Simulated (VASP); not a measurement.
Write the native input for VASP 6.6.1 that does the following.

```yaml
Task: single point
Functional: PBE
Potentials_or_basis: VASP PAW PBE potentials, release 64 (Ca_sv, Si, N)
Cutoff: 600 eV
k_mesh: 4 × 4 × 4
Occupations: gaussian, width 0.1 eV
Spin: no spin polarisation
Dipole_correction: no
Further_INCAR_settings: ALGO = Normal; EDIFF = 1e-06; NBANDS = 25
```

The structure of CaSi3N2 lies in POSCAR:

```
CaSi3N2
1.0
    3.9054492873      0.0000000000      0.0000000000
    0.0000000000      3.9054492873      0.0000000000
    0.0000000000      0.0000000000      6.2767953538
Ca Si N
1 3 2
Direct
    0.0000000000      0.0000000000      0.5000000000
    0.5000000000      0.5000000000      0.0000000000
    0.0000000000      0.0000000000      0.0000000000
    0.5000000000      0.5000000000      0.5000000000
    0.0000000000      0.5000000000      0.3575361639
    0.5000000000      0.0000000000      0.6424638361
```

The cell was generated, and may not be a known phase.

The input as run:

INCAR

```
SYSTEM = CaSi3N2
PREC     = Accurate       ! precision mode
ENCUT    = 600            ! plane-wave cutoff, eV
EDIFF    = 1E-6           ! SCF threshold, eV
ISMEAR   = 0              ! smearing method
SIGMA    = 0.1            ! smearing width, eV
LREAL    = .False.        ! projectors in reciprocal space
LASPH    = .True.         ! aspherical terms in the spheres
NELM     = 120            ! most SCF steps
ALGO     = Normal         ! electronic algorithm
ISIF     = 2              ! what is computed and relaxed
LWAVE    = .False.        ! write WAVECAR
LCHARG   = .False.        ! write CHGCAR
GGA      = PE             ! functional
NBANDS   = 25             ! bands
GGA_COMPAT= .False.
```

KPOINTS

```
regular mesh
0
Gamma
  4 4 4
  0 0 0
```

Potentials or basis: VASP PAW PBE potentials, release 64 (Ca_sv, Si, N).

Launch:

```console
$ cat potpaw_PBE.64/Ca_sv/POTCAR potpaw_PBE.64/Si/POTCAR potpaw_PBE.64/N/POTCAR > POTCAR
$ mpirun -np 1 vasp_std > vasp.out
```

It gave:

The pressure is 0.3 GPa. The largest force is 0.064 eV/Å and the band gap on the k mesh is zero (bands 16 and 17 overlap by 1.48 eV).

Caveat: the k points lie up to 0.40 Å⁻¹ apart, too coarse for converged energies and pressures of a metal.

Wall time 69 s on 1 thread of Oxide Virtual Turin-like Processor, on a shared host, peak memory 0.19 GiB.
